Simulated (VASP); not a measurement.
Input of a VASP 6.6.1 run:

The input INCAR:

```
SYSTEM = Os
  ALGO = Normal
  EDIFF = 1E-6
  ENCUT = 520
  GGA = CA
  ISIF = 2
  ISMEAR = -1
  LASPH = .True.
  LCHARG = .True.
  LELF = .True.
  LREAL = .False.
  LVHAR = .True.
  LWAVE = .False.
  NBANDS = 10
  NELM = 100
  PREC = Accurate
  SIGMA = 0.1
```

File KPOINTS:

```
k-points
0
Gamma
  16 16 16
  0 0 0
```

POSCAR

```
Os
1.0
    0.0000000000      1.8225768455      1.8225768455
    1.8225768455      0.0000000000      1.8225768455
    1.8225768455      1.8225768455      0.0000000000
Os
1
Direct
    0.0000000000      0.0000000000      0.0000000000
```

Potentials or basis: VASP PAW LDA potentials, release 64 (Os).

Run with:

```console
$ cat potpaw_LDA.64/Os/POTCAR > POTCAR
$ mpirun -np 1 vasp_std > vasp.out
```

**Question.** Estimate the pressure.

**Answer.** 78.9 GPa.

**Question.** Predict the band gap on the k mesh.

**Answer.** Zero (band 4 reaches 14.74 eV, above the bottom of band 5 at 9.52 eV).

Caveat: spin-orbit coupling is left out, which moves the levels of the heavy elements.
